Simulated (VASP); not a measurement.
# Sn8O16F (a cell with a defect) in VASP: further runs, part 2 of 2

VASP 6.6.1.

**4. Relaxation of the atoms, PBE, collinear spin**

The input, INCAR:

```
PREC = Accurate
ENCUT = 520
EDIFF = 1E-6
ISMEAR = -1
SIGMA = 0.01
LREAL = Auto
LASPH = T
NELM = 150
ALGO = Normal
ISIF = 2
LWAVE = F
LCHARG = F
ISPIN = 2
MAGMOM = 0 0 0 0 0 0 0 0 0 0 0 0 0.41 0 0.41 0 0 0 0 0 0 0 0 0 0.32
LORBIT = 11
NUPDOWN = 1.0
GGA = PE
IBRION = 2
NSW = 90
EDIFFG = -0.02
```

The input, KPOINTS:

```
Automatic mesh
0
Gamma
  1 1 1
```

The input, POSCAR:

```
Sn8O16F
1.0
    4.8274600300      4.8274600300      0.0000000000
   -4.8274600300      4.8274600300      0.0000000000
    0.0000000000      0.0000000000      6.4759066800
Sn O F
8 16 1
Direct
    0.0000000000      0.5000000000      0.2500000000
    0.5000000000      0.0000000000      0.2500000000
    0.0000000000      0.0000000000      0.0000000000
    0.5000000000      0.5000000000      0.0000000000
    0.0000000000      0.5000000000      0.7500000000
    0.5000000000      0.0000000000      0.7500000000
   -0.0074063400      0.0000009200      0.5012271400
    0.5074167300      0.4999928600      0.5012207800
    0.0009283000      0.8144114600      0.2487661800
    0.5000000000      0.3065971000      0.2500000000
    0.0000000000      0.1934029000      0.2500000000
    0.4990601600      0.6856012400      0.2487684400
    0.3065971000      0.0000000000      0.0000000000
    0.8148260200      0.5051906800     -0.0026858800
    0.1934029000      0.5000000000      0.0000000000
    0.6851459800     -0.0051651200     -0.0027190200
   -0.0161627500      0.8116286900      0.7487375800
    0.5000000000      0.3065971000      0.7500000000
    0.0000000000      0.1934029000      0.7500000000
    0.5161829500      0.6883626200      0.7487435400
    0.3006936200     -0.0237953100      0.5037495100
    0.8147803700      0.5048923000      0.5002276200
    0.1993105700      0.5237528500      0.5037434300
    0.6852243900     -0.0048731900      0.5002206800
    0.2500000000      0.2500000000     -0.1250000000
```

Potentials or basis: VASP PAW PBE potentials, release 64 (Sn_d, O, F).

Run with:

```
$ cat potpaw_PBE.64/Sn_d/POTCAR potpaw_PBE.64/O/POTCAR potpaw_PBE.64/F/POTCAR > POTCAR
$ mpirun -np 1 vasp_gam > vasp.out
```

OUTCAR:

```text
PREC = Accurate
   ENCUT = 520
   EDIFF = 1E-6
   ISMEAR = -1
   LREAL = Auto
   LASPH = T
   NELM = 150
   ISIF = 2
   ISPIN = 2
   LORBIT = 11
   NUPDOWN = 1.0
   GGA = PE
   IBRION = 2
   NSW = 90
   EDIFFG = -0.02

 ion  position               nearest neighbor table
   1  0.000  0.500  0.250-  22 2.06  14 2.07  15 2.09  11 2.09  23 2.14   9 2.15   5 3.24   5 3.24
                             8 3.74
   2  0.500  0.000  0.250-  24 2.06  16 2.07  13 2.09  10 2.09  21 2.14  12 2.15   6 3.24   6 3.24
                             7 3.74
   3  0.000  0.000  0.000-   9 2.05  17 2.08  11 2.09  19 2.09  13 2.09  16 2.15  25 2.55   7 3.23
[... 817 lines left out ...]
  Direction    XX          YY          ZZ          XY          YZ          ZX
  --------------------------------------------------------------------------------------
  -------------------------------------------------------------------------------------
  Total        4.5915450      2.6249671      3.1312804      3.4943480     -0.0001166      0.0001740
  in kB       24.3725783     13.9337014     16.6212850     18.5484996     -0.0006191      0.0009238
  external PRESSURE =      18.3091882 kB  Pullay stress =       0.0000000 kB
[... 40 lines left out ...]
  FREE ENERGIE OF THE ION-ELECTRON SYSTEM (eV)
  ---------------------------------------------------
  free  energy   TOTEN  =      -147.2738142402 eV

  energy  without entropy=     -147.2738142402  energy(sigma->0) =     -147.27381424

 reached required accuracy - stopping structural energy minimisation

 total charge

# of ion       s       p       d       tot
------------------------------------------
    1        0.837   1.059  10.311  12.208
    2        0.837   1.059  10.311  12.208
    3        0.835   1.017  10.302  12.153
    4        0.835   1.017  10.302  12.153
    5        0.837   1.060  10.312  12.209
    6        0.837   1.060  10.312  12.209
[... 17 lines left out ...]
   24        1.553   3.521   0.000   5.073
   25        1.759   4.283   0.000   6.043
--------------------------------------------------
tot         33.369  68.479  82.520 184.368

 magnetization (x)

# of ion       s       p       d       tot
------------------------------------------
    1       -0.002  -0.003  -0.000  -0.005
    2       -0.002  -0.003  -0.000  -0.005
    3       -0.002  -0.004  -0.001  -0.008
    4       -0.002  -0.004  -0.001  -0.008
    5       -0.002  -0.003  -0.000  -0.005
    6       -0.002  -0.003  -0.000  -0.005
[... 17 lines left out ...]
   24        0.000  -0.001   0.000  -0.000
   25        0.001   0.277   0.000   0.278
--------------------------------------------------
tot          0.001   0.905  -0.003   0.903
```

It took 87 min on 1 thread of AMD EPYC 7R43 (Zen 3), shared host; peak memory 0.46 GiB.

What came out:

```
Free energy                                           : -147.2738 eV
Energy gained by relaxing                             : 140.2 meV/atom
Ionic steps                                           : 50
Pressure after relaxing                               : 1.8 GPa
Largest force after relaxing                          : 0.016 eV/Å
Net moment                                            : 1.00 μB per cell
Site moments                                          : Sn -0.01, +0.00 (each value once); O +0.00, -0.00, +0.34 (each value once); F +0.28 μB
Valence electrons inside the program's atomic spheres : Sn 12.21, 12.15, 12.26 (each value once); O 5.06, 5.05, 4.95, 5.04, 5.07 (each value once); F 6.04
```

Forces on the atoms (eV/Å):
```
Sn   0.005 -0.002 -0.002
Sn  -0.005  0.001  0.001
Sn   0.001 -0.004  0.008
Sn  -0.003  0.005  0.008
Sn  -0.006 -0.003 -0.003
Sn   0.007  0.002 -0.005
Sn   0.003  0.002 -0.001
Sn  -0.004 -0.001 -0.001
O    0.012  0.009 -0.006
O    0.002  0.007 -0.003
O   -0.002 -0.007 -0.003
O   -0.011 -0.009 -0.005
O    0.001  0.004  0.006
O    0.007 -0.003  0.001
O    0.000 -0.004  0.006
O   -0.006  0.004  0.000
O   -0.001  0.004  0.000
O    0.005  0.001  0.004
O   -0.005 -0.001  0.005
O    0.001 -0.004 -0.001
O    0.002  0.001 -0.004
O   -0.005  0.004  0.002
O   -0.001  0.001 -0.003
O    0.004 -0.005  0.002
F    0.000  0.000 -0.006
```

Step by step:
| step | energy change (eV) | largest force (eV/Å) | pressure (GPa) |
| --- | --- | --- | --- |
| 1 | 0.0000 | 4.0563 | 8.98 |
| 3 | -2.2489 | 2.1291 | 3.82 |
| 5 | -2.9496 | 0.9689 | 2.42 |
| 7 | -3.1835 | 0.6697 | 2.05 |
| 9 | -3.3217 | 0.5384 | 1.71 |
| 11 | -3.3926 | 0.3019 | 1.57 |
| 13 | -3.4189 | 0.2369 | 1.58 |
| 15 | -3.4386 | 0.1684 | 1.67 |
| 17 | -3.4509 | 0.2212 | 1.77 |
| 19 | -3.4632 | 0.2044 | 1.78 |
| 21 | -3.4798 | 0.2016 | 1.84 |
| 23 | -3.4857 | 0.1171 | 1.80 |
| 25 | -3.4905 | 0.1159 | 1.79 |
| 27 | -3.4945 | 0.0663 | 1.77 |
| 29 | -3.4961 | 0.0651 | 1.78 |
| 31 | -3.4975 | 0.0568 | 1.79 |
| 33 | -3.4991 | 0.0678 | 1.79 |
| 35 | -3.5008 | 0.0599 | 1.82 |
| 37 | -3.5015 | 0.0413 | 1.83 |
| 39 | -3.5019 | 0.0246 | 1.83 |
| 41 | -3.5022 | 0.0309 | 1.81 |
| 43 | -3.5026 | 0.0352 | 1.82 |
| 45 | -3.5030 | 0.0341 | 1.82 |
| 47 | -3.5036 | 0.0300 | 1.82 |
| 49 | -3.5038 | 0.0275 | 1.83 |
| 50 | -3.5040 | 0.0161 | 1.83 |

Final structure:
```
Sn O F
1.0
     4.82746    4.82746    0.00000
    -4.82746    4.82746    0.00000
     0.00000    0.00000    6.47591
Sn O F
8 16 1
Direct
  0.00006 0.50742 0.24737
  0.49994 0.99258 0.24736
  0.99380 0.00958 0.99497
  0.50620 0.49042 0.99499
  0.00058 0.50734 0.74238
  0.49942 0.99267 0.74239
  0.99313 0.00568 0.49499
  0.50688 0.49431 0.49501
  0.99432 0.81465 0.24654
  0.52451 0.30057 0.24989
  0.97549 0.19943 0.24987
  0.50567 0.68536 0.24656
  0.30169 0.93583 0.99504
  0.81465 0.49966 0.99466
  0.19830 0.56418 0.99504
  0.68534 0.00034 0.99466
  0.99533 0.81461 0.74331
  0.52316 0.30057 0.74025
  0.97686 0.19943 0.74024
  0.50468 0.68539 0.74334
  0.30299 0.01079 0.49475
  0.81182 0.51603 0.49511
  0.19700 0.48920 0.49475
  0.68819 0.98397 0.49512
  0.25000 0.25000 0.99640
```

Caveat: the k points lie up to 0.97 Å⁻¹ apart; the total moment is fixed, so each spin has its own Fermi level.
